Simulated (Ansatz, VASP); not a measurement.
One calculation of TaN, two programs

```
Ta N
1.0
    -0.47640    1.98772    1.98772
     1.98772   -0.47640    1.98772
     1.98772    1.98772   -0.47640
Ta N
1 1
Cartesian
  1.7495 1.7495 1.7495
  0.0000 0.0000 0.0000
```

Alike in both runs: task single point; functional r2SCAN; k mesh 26 × 26 × 26; occupations gaussian, width 0.15 eV; no spin polarisation.

|  | VASP | Ansatz |
| --- | --- | --- |
| version | VASP 6.6.1 | Ansatz 0.2.0 |
| potentials or method | VASP PAW PBE potentials, release 64 (Ta_pv, N), cutoff 520 eV | scalar-relativistic, plane waves, PAW |
| valence electrons in the cell | 16 | 18 |

|  | VASP | Ansatz | Ansatz less VASP |
| --- | --- | --- | --- |
| gap on the k mesh at the Fermi level (eV) | none | none | - |
| pressure (GPa) | 1.1 | -0.9 | -1.91 |
| traceless stress, the component that is largest in VASP (GPa) | 10.89 | 11.10 | +0.207 |

VASP's potentials were made for PBE, not for r2SCAN. A gap of «none» marks a metal or a gap that the smearing closes. VASP's potentials hold 16 valence electrons a cell and Ansatz's 18, so a difference there can come from the potentials and not from the codes.

Neither program's run includes spin-orbit coupling.
